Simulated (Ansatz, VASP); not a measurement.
## One calculation of K3ScSi, two programs

Contents of INCAR:

```
  PREC = Accurate
  ENCUT = 520
  EDIFF = 1E-6
  ISMEAR = 0
  SIGMA = 0.1
  LREAL = False
  LASPH = True
  NELM = 100
  ALGO = Normal
  ISIF = 2
  LWAVE = False
  LCHARG = False
  GGA = PE
  NBANDS = 29
```

The input KPOINTS:

```
Automatic mesh
0
Gamma
  6 6 8
```

File POSCAR:

```
K3ScSi
1.0
    7.3637354038      0.0000000000      0.0000000000
   -3.6818677019      6.3771819264      0.0000000000
    0.0000000000      0.0000000000      5.1807490520
K Sc Si
3 1 1
Direct
    0.5000000000      0.0000000000      0.0000000000
    0.0000000000      0.5000000000      0.0000000000
    0.5000000000      0.5000000000      0.0000000000
    0.0000000000      0.0000000000      0.5000000000
    0.0000000000      0.0000000000      0.0000000000
```

Input for Ansatz:

```yaml
crystal:
  lattice:
    - [7.3637354038, 0.0, 0.0]
    - [-3.6818677019, 6.3771819264, 0.0]
    - [0.0, 0.0, 5.180749052]
  atoms:
    - { symbol: K, position: [0.5, 0.0, 0.0] }
    - { symbol: K, position: [0.0, 0.5, 0.0] }
    - { symbol: K, position: [0.5, 0.5, 0.0] }
    - { symbol: Sc, position: [0.0, 0.0, 0.5] }
    - { symbol: Si, position: [0.0, 0.0, 0.0] }
basis:
  ecutwfc: 420
kpoints:
  mp_grid: { grid: [6, 6, 8] }
  band_path:
    path:
      - [[0.0, 0.0, 0.0], [0.5, 0.0, 0.0], [0.33333333, 0.33333333, 0.0], [0.0, 0.0, 0.0], [0.0, 0.0, 0.5], [0.5, 0.0, 0.5], [0.33333333, 0.33333333, 0.5], [0.0, 0.0, 0.5]]
      - [[0.5, 0.0, 0.5], [0.5, 0.0, 0.0]]
      - [[0.33333333, 0.33333333, 0.5], [0.33333333, 0.33333333, 0.0]]
    npoints: 14
hamiltonian:
  xc: pbe
scf:
  occupations: { method: gaussian, width: 0.1 }
  n_extra_bands: 12
output:
  forces: true
  stress: true
  eigenvalues: true
  populations: true
  dos: { projected: true, de: 0.02, nscf_kmesh: { grid: [8, 8, 10] } }
  bader: true
  write_density: true
  write_potential: true
  elf: true
  volumetric_format: npy
```

Alike in both runs: task single point; functional PBE; k mesh 6 × 6 × 8; occupations gaussian, width 0.1 eV; no spin polarisation.

|  | VASP | Ansatz |
| --- | --- | --- |
| version | VASP 6.6.1 | Ansatz 0.2.0 |
| potentials or method | VASP PAW PBE potentials, release 64 (K_sv, Sc_sv, Si), cutoff 520 eV | scalar-relativistic, plane waves, PAW |
| valence electrons in the cell | 42 | 42 |

```csv
,VASP,Ansatz,Ansatz less VASP
gap on the k mesh at the Fermi level (eV),none,none,-
pressure (GPa),0.0,0.0,-0.01
```

A gap of «none» marks a metal or a gap that the smearing closes.
